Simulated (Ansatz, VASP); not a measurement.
**Two plane-wave programs on AlRu**

Contents of INCAR:

```
SYSTEM = AlRu
PREC = Accurate
ENCUT = 520
EDIFF = 1E-6
ISMEAR = 0
SIGMA = 0.15
LREAL = .FALSE.
LASPH = .TRUE.
NELM = 60
ALGO = Fast
ISIF = 2
LWAVE = .FALSE.
LCHARG = .FALSE.
GGA = PE
NBANDS = 16
```

The input KPOINTS:

```
Automatic mesh
0
G
  16 16 16
  0 0 0
```

Contents of POSCAR:

```
AlRu
1.0
    2.9916000000      0.0000000000      0.0000000000
    0.0000000000      2.9916000000      0.0000000000
    0.0000000000      0.0000000000      2.9916000000
Al Ru
1 1
Direct
   -0.1504211793      0.0000000000      0.0000000000
    0.5000000000      0.5000000000      0.5000000000
```

Input for Ansatz:

```yaml
crystal:
  lattice:
    - [2.9916, 0.0, 0.0]
    - [0.0, 2.9916, 0.0]
    - [0.0, 0.0, 2.9916]
  atoms:
    - { symbol: Al, position: [-0.1504211793, 0.0, 0.0] }
    - { symbol: Ru, position: [0.5, 0.5, 0.5] }
basis:
  ecutwfc: 420
kpoints:
  mp_grid: { grid: [16, 16, 16] }
hamiltonian:
  xc: pbe
scf:
  occupations: { method: gaussian, width: 0.15 }
output:
  forces: true
  stress: true
  eigenvalues: true
```

Alike in both runs: task single point; functional PBE; k mesh 16 × 16 × 16; occupations gaussian, width 0.15 eV; no spin polarisation.

|  | VASP | Ansatz |
| --- | --- | --- |
| version | VASP 6.6.1 | Ansatz 0.2.0 |
| potentials or method | VASP PAW PBE potentials, release 64 (Al, Ru_pv), cutoff 520 eV | scalar-relativistic, plane waves, PAW |
| valence electrons in the cell | 17 | 19 |

|  | VASP | Ansatz | Ansatz less VASP |
| --- | --- | --- | --- |
| gap on the k mesh at the Fermi level (eV) | none | none | - |
| pressure (GPa) | 17.2 | 17.1 | -0.09 |
| traceless stress, the component that is largest in VASP (GPa) | -11.24 | -11.10 | +0.136 |
| rms of the force components (eV/Å) | 1.915 | 1.906 | -0.0091 |

Atom by atom the forces differ by 0.009 eV/Å (rms over components). A gap of «none» marks a metal or a gap that the smearing closes. VASP's potentials hold 17 valence electrons a cell and Ansatz's 19, so a difference there can come from the potentials and not from the codes.
